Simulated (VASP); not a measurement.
# TaBi (F-43m) in VASP: settings compared

The runs below take TaBi through single point, with PBE, PBEsol, LDA.

Everything below comes from runs of VASP 6.6.1. Logs are shortened: lines on timing, memory, paths and dates and some standing lists are left out, and cuts for length are marked.

## (1) The cell of the first run

Symmetry: F-43m, No. 216, cubic system. The conventional cell has a = 6.418 Å, b = 6.418 Å, c = 6.418 Å, α = 90.00°, β = 90.00°, γ = 90.00°. Within 3.7 Å of Ta (site symmetry -43m) lie 4 Bi at 2.78 Å. Within 3.7 Å of Bi (site symmetry -43m) lie 4 Ta at 2.78 Å.

## (2) Single point, PBE (33.04 Å³/atom)

Input file INCAR:

```
ALGO = Normal
EDIFF = 1E-7
ENCUT = 520
GGA = PE
ISIF = 2
ISMEAR = 0
LASPH = True
LCHARG = False
LREAL = False
LWAVE = False
NBANDS = 20
NELM = 100
PREC = Accurate
SIGMA = 0.05
```

Input file KPOINTS:

```
k-points
0
Gamma
  10 10 10
```

Input file POSCAR:

```
TaBi
1.0
    0.0000000000      3.2088007285      3.2088007285
    3.2088007285      0.0000000000      3.2088007285
    3.2088007285      3.2088007285      0.0000000000
Ta Bi
1 1
Direct
    0.0000000000      0.0000000000      0.0000000000
    0.2500000000      0.2500000000      0.2500000000
```

Potentials or basis: VASP PAW PBE potentials, release 64 (Ta_pv, Bi_d).

On the command line:

```
$ cat potpaw_PBE.64/Ta_pv/POTCAR potpaw_PBE.64/Bi_d/POTCAR > POTCAR
$ mpirun -np 1 vasp_std > vasp.out
```

OUTCAR:

```text
EDIFF = 1E-7
   ENCUT = 520
   GGA = PE
   ISIF = 2
   ISMEAR = 0
   LASPH = True
   LREAL = False
   NELM = 100
   PREC = Accurate

 ion  position               nearest neighbor table
   1  0.000  0.000  0.000-   2 2.78   2 2.78   2 2.78   2 2.78
   2  0.250  0.250  0.250-   1 2.78   1 2.78   1 2.78   1 2.78

  LATTYP: Found a face centered cubic cell.
 ALAT       =     6.4176014570

  Lattice vectors:

 A1 = (   0.0000000000,   3.2088007285,   3.2088007285)
 A2 = (   3.2088007285,   0.0000000000,   3.2088007285)
 A3 = (   3.2088007285,   3.2088007285,   0.0000000000)

Analysis of symmetry for initial positions (statically):
=====================================================================
 Subroutine PRICEL returns:
 Original cell was already a primitive cell.

 Routine SETGRP: Setting up the symmetry group for a
 face centered cubic supercell.

 Subroutine GETGRP returns: Found 24 space group operations
 (whereof 24 operations were pure point group operations)
 out of a pool of 48 trial point group operations.

The static configuration has the point symmetry T_d .

Analysis of symmetry for dynamics (positions and initial velocities):
=====================================================================
 Subroutine PRICEL returns:
 Original cell was already a primitive cell.

 Routine SETGRP: Setting up the symmetry group for a
 face centered cubic supercell.

 Subroutine GETGRP returns: Found 24 space group operations
 (whereof 24 operations were pure point group operations)
 out of a pool of 48 trial point group operations.

The dynamic configuration has the point symmetry T_d .

 Subroutine INISYM returns: Found 24 space group operations
 (whereof 24 operations are pure point group operations),
 and found     1 'primitive' translations

----------------------------------------------------------------------------------------

                                     Primitive cell

  volume of cell :      66.0782

  direct lattice vectors                    reciprocal lattice vectors
     0.000000000  3.208800728  3.208800728    -0.155821456  0.155821456  0.155821456
     3.208800728  0.000000000  3.208800728     0.155821456 -0.155821456  0.155821456
     3.208800728  3.208800728  0.000000000     0.155821456  0.155821456 -0.155821456

  length of vectors
     4.537929509  4.537929509  4.537929509     0.269890678  0.269890678  0.269890678

  position of ions in fractional coordinates (direct lattice)
     0.000000000  0.000000000  0.000000000
     0.250000000  0.250000000  0.250000000

  ion indices of the primitive-cell ions
   primitive index   ion index
                 1           1
                 2           2

----------------------------------------------------------------------------------------

 KPOINTS: k-points

Automatic generation of k-mesh.
 Grid dimensions read from file:
 generate k-points for:   10   10   10

 Generating k-lattice:

  Cartesian coordinates                     Fractional coordinates (reciprocal lattice)
    -0.015582146  0.015582146  0.015582146     0.100000000  0.000000000  0.000000000
     0.015582146 -0.015582146  0.015582146     0.000000000  0.100000000  0.000000000
     0.015582146  0.015582146 -0.015582146     0.000000000  0.000000000  0.100000000

  Length of vectors
     0.026989068  0.026989068  0.026989068

  Shift w.r.t. Gamma in fractional coordinates (k-lattice)
     0.000000000  0.000000000  0.000000000

 Subroutine IBZKPT returns following result:
 ===========================================

 Found     47 irreducible k-points:

 Following reciprocal coordinates:
            Coordinates               Weight
  0.000000  0.000000  0.000000      1.000000
  0.100000  0.000000  0.000000      8.000000
  0.200000  0.000000  0.000000      8.000000
  0.300000  0.000000  0.000000      8.000000
  0.400000  0.000000  0.000000      8.000000
  0.500000  0.000000  0.000000      4.000000
[... 16 lines left out ...]
  0.300000  0.300000  0.000000      6.000000
  0.400000  0.300000  0.000000     24.000000
 [... further k-points ...]
   k-points           NKPTS =     47   k-points in BZ     NKDIM =     47   number of bands    NBANDS=     20
   number of dos      NEDOS =    301   number of ions     NIONS =      2
   total plane-waves  NPLWV =  46656
   dimension x,y,z NGX =    36 NGY =   36 NGZ =   36
   dimension x,y,z NGXF=    72 NGYF=   72 NGZF=   72
   ions per type =               1   1
   NGX,Y,Z   is equivalent  to a cutoff of  13.19, 13.19, 13.19 a.u.
   NGXF,Y,Z  is equivalent  to a cutoff of  26.38, 26.38, 26.38 a.u.
 SYSTEM =  unknown system
   PREC   = accura    normal or accurate (medium, high low for compatibility)
   ISTART =      0    job   : 0-new  1-cont  2-samecut
   ICHARG =      2    charge: 1-file 2-atom 10-const
   ISPIN  =      1    spin polarized calculation?
   LNONCOLLINEAR =      F non collinear calculations
   LSORBIT =      F    spin-orbit coupling
   LASPH  =      T    aspherical Exc in radial PAW
   ENCUT  =  520.0 eV  38.22 Ry    6.18 a.u.   8.44  8.44  8.44*2*pi/ulx,y,z
   NELM   =    100;   NELMIN=  2; NELMDL= -5     # of ELM steps
   EDIFF  = 0.1E-06   stopping-criterion for ELM
   LREAL  =      F    real-space projection
   EDIFFG = 0.1E-05   stopping-criterion for IOM
   NSW    =      0    number of steps for IOM
   IBRION =     -1    ionic relax: 0-MD 1-quasi-New 2-CG
   NFREE  =      0    steps in history (QN), initial steepest desc. (CG)
   ISIF   =      2    stress and relaxation
   ISYM   =      2    0-nonsym 1-usesym 2-fastsym
   POTIM  = 0.5000    time-step for ionic-motion
   TEBEG  =    0.0;   TEEND  =   0.0 temperature during run
   PSTRESS=    0.0 pullay stress
   NELECT =      26.0000    total number of electrons
   NUPDOWN=      -1.0000    fix difference up-down
   EMIN   =  10.00;   EMAX   =-10.00  energy-range for DOS
   EFERMI =   0.00;   METHOD = LEGACY
   ISMEAR =     0;   SIGMA  =   0.05  broadening in eV -4-tet -1-fermi 0-gaus
   EFERMI_NEDOS =   21; number of points for ismear=-14 and -15
   IALGO  =     38    algorithm
   IMIX   =      4    mixing-type and parameters
     AMIX     =   0.40;   BMIX     =  1.00
     AMIX_MAG =   1.60;   BMIX_MAG =  1.00
  volume/ion in A,a.u.               =      33.04       222.96
[... 7 lines left out ...]
   LEPSILON=     F    determine dielectric tensor
   LRPA    =     F    only Hartree local field effects (RPA)
 non-spin polarized calculation
 Gauss-broadening in eV      SIGMA  =   0.05
  energy-cutoff  :      520.00
  volume of cell :       66.08
 maximum number of plane-waves:      1807
 NGX is ok and might be reduce to    36
   NGX = 17   NGY = 17   NGZ = 17

 number of electron      26.0000004 magnetization

 Free energy of the ion-electron system (eV)
  ---------------------------------------------------
  ext. energy  EPLUGINS =         0.00000000
  ---------------------------------------------------
  free energy    TOTEN  =       -12.44150426 eV

  energy without entropy =      -12.43612818  energy(sigma->0) =      -12.43881622

 E-fermi :   4.5470     XC(G=0):  -9.5013

 val. band max:        4.5406890180   @ k =  -0.4000   0.5000   0.1000
 cond. band min:       4.5613262004   @ k =  -0.3000   0.3000   0.1000
 fundamental gap:      0.0206371825
 Fermi energy:         4.5469649259

 k-point     1 :       0.0000    0.0000    0.0000
  band No.  band energies     occupation
      1     -30.8563      2.00000
      2     -30.8563      2.00000
      3     -30.8563      2.00000
      4     -18.0320      2.00000
      5     -18.0320      2.00000
      6     -18.0320      2.00000
[... 12 lines left out ...]
     19      10.5400      0.00000
     20      10.5400      0.00000

 k-point     2 :       0.1000    0.0000    0.0000
  band No.  band energies     occupation
      1     -30.8570      2.00000
      2     -30.8563      2.00000
      3     -30.8563      2.00000
      4     -18.0343      2.00000
      5     -18.0326      2.00000
      6     -18.0326      2.00000
[... 12 lines left out ...]
     19      10.6355      0.00000
     20      10.8525      0.00000

 k-point     3 :       0.2000    0.0000    0.0000
  band No.  band energies     occupation
      1     -30.8586      2.00000
      2     -30.8564      2.00000
      3     -30.8564      2.00000
      4     -18.0404      2.00000
      5     -18.0337      2.00000
      6     -18.0337      2.00000
[... 12 lines left out ...]
     19      10.6921      0.00000
     20      11.4201      0.00000

 k-point     4 :       0.3000    0.0000    0.0000
  band No.  band energies     occupation
      1     -30.8607      2.00000
      2     -30.8565      2.00000
      3     -30.8565      2.00000
      4     -18.0480      2.00000
      5     -18.0348      2.00000
      6     -18.0348      2.00000
[... 12 lines left out ...]
     19      11.1205      0.00000
     20      11.9939      0.00000

 k-point     5 :       0.4000    0.0000    0.0000
  band No.  band energies     occupation
      1     -30.8624      2.00000
      2     -30.8565      2.00000
      3     -30.8565      2.00000
      4     -18.0542      2.00000
      5     -18.0354      2.00000
      6     -18.0354      2.00000
[... 12 lines left out ...]
     19      11.7682      0.00000
     20      12.3907      0.00000

 k-point     6 :       0.5000    0.0000    0.0000
  band No.  band energies     occupation
      1     -30.8630      2.00000
      2     -30.8566      2.00000
      3     -30.8566      2.00000
      4     -18.0566      2.00000
      5     -18.0356      2.00000
      6     -18.0356      2.00000
[... 12 lines left out ...]
     19      12.0082      0.00000
     20      12.5246      0.00000

 k-point     7 :       0.1000    0.1000    0.0000
  band No.  band energies     occupation
      1     -30.8571      2.00000
      2     -30.8564      2.00000
      3     -30.8564      2.00000
      4     -18.0355      2.00000
      5     -18.0325      2.00000
      6     -18.0325      2.00000
[... 12 lines left out ...]
     19      10.0322      0.00000
     20      11.2303      0.00000
[... 277 lines left out ...]
 k-point    20 :      -0.4000    0.2000    0.0000
  band No.  band energies     occupation
      1     -30.8621      2.00000
      2     -30.8583      2.00000
      3     -30.8567      2.00000
      4     -18.0543      2.00000
      5     -18.0420      2.00000
      6     -18.0368      2.00000
[... 12 lines left out ...]
     19      11.3935      0.00000
     20      12.8949      0.00000

 k-point    21 :      -0.3000    0.2000    0.0000
  band No.  band energies     occupation
      1     -30.8614      2.00000
      2     -30.8582      2.00000
      3     -30.8566      2.00000
      4     -18.0514      2.00000
      5     -18.0408      2.00000
      6     -18.0368      2.00000
[... 12 lines left out ...]
     19      10.7725      0.00000
     20      12.5824      0.00000

 k-point    22 :      -0.2000    0.2000    0.0000
  band No.  band energies     occupation
      1     -30.8604      2.00000
      2     -30.8575      2.00000
      3     -30.8564      2.00000
      4     -18.0476      2.00000
      5     -18.0378      2.00000
      6     -18.0361      2.00000
[... 12 lines left out ...]
     19      10.4073      0.00000
     20      12.0994      0.00000

 k-point    23 :       0.3000    0.3000    0.0000
  band No.  band energies     occupation
      1     -30.8615      2.00000
      2     -30.8569      2.00000
      3     -30.8569      2.00000
      4     -18.0536      2.00000
      5     -18.0354      2.00000
      6     -18.0354      2.00000
[... 12 lines left out ...]
     19      10.2137      0.00000
     20      13.4343      0.00000

 k-point    24 :       0.4000    0.3000    0.0000
  band No.  band energies     occupation
      1     -30.8624      2.00000
      2     -30.8572      2.00000
      3     -30.8570      2.00000
      4     -18.0570      2.00000
      5     -18.0374      2.00000
      6     -18.0361      2.00000
[... 12 lines left out ...]
     19      10.3946      0.00000
     20      13.0749      0.00000

 [... further k-points ...]

------------------------ aborting loop because EDIFF is reached ----------------------------------------

  FORCE on cell =-STRESS in cart. coord.  units (eV):
  Direction    XX          YY          ZZ          XY          YZ          ZX
  --------------------------------------------------------------------------------------
  -------------------------------------------------------------------------------------
  Total        0.5143920      0.5143920      0.5143920      0.0000000     -0.0000000      0.0000000
  in kB       12.4723002     12.4723002     12.4723002      0.0000000     -0.0000000      0.0000000
  external PRESSURE =      12.4723002 kB  Pullay stress =       0.0000000 kB

 VOLUME and BASIS-vectors are now :
 -----------------------------------------------------------------------------
  energy-cutoff  :      520.00
  volume of cell :       66.08
      direct lattice vectors                 reciprocal lattice vectors
     0.000000000  3.208800728  3.208800728    -0.155821456  0.155821456  0.155821456
     3.208800728  0.000000000  3.208800728     0.155821456 -0.155821456  0.155821456
     3.208800728  3.208800728  0.000000000     0.155821456  0.155821456 -0.155821456

 POSITION                                       TOTAL-FORCE (eV/Angst)
 -----------------------------------------------------------------------------------
      0.00000      0.00000      0.00000        -0.000000     -0.000000     -0.000000
      1.60440      1.60440      1.60440         0.000000      0.000000      0.000000
 -----------------------------------------------------------------------------------
    total drift:                                0.000000      0.000000      0.000000

  FREE ENERGIE OF THE ION-ELECTRON SYSTEM (eV)
  ---------------------------------------------------
  free  energy   TOTEN  =       -12.4415042636 eV

  energy  without entropy=      -12.4361281780  energy(sigma->0) =      -12.43881622
```

It took 76 s on 1 thread of Intel Xeon 8259CL, shared host; peak memory 0.24 GiB.

What came out:

* Free energy: -12.4415 eV
* Pressure: 1.2 GPa
* Band gap on the k mesh: zero (bands 13 and 14 overlap by 0.28 eV)

Levels at points of the mesh, in eV from the Fermi level:
| k point | band 10 | band 11 | band 12 | band 13 | band 14 | band 15 | band 16 | band 17 |
| --- | --- | --- | --- | --- | --- | --- | --- | --- |
| (0.00, 0.00, 0.00) | -2.75 | -2.75 | -2.75 | 0.07 | 0.07 | 1.10 | 5.29 | 5.29 |
| (0.50, 0.00, 0.00) | -4.37 | -2.46 | -2.46 | 0.08 | 0.24 | 0.24 | 2.70 | 2.70 |
| (0.50, 0.50, 0.00) | -4.66 | -1.86 | -1.86 | -0.85 | -0.13 | 0.35 | 0.95 | 0.95 |

Caveat: spin-orbit coupling is left out, which moves the levels of the heavy elements.

(Part 1 of 2 ends here.)

The gap in the log of VASP goes by the Fermi energy; the results here count the filled bands.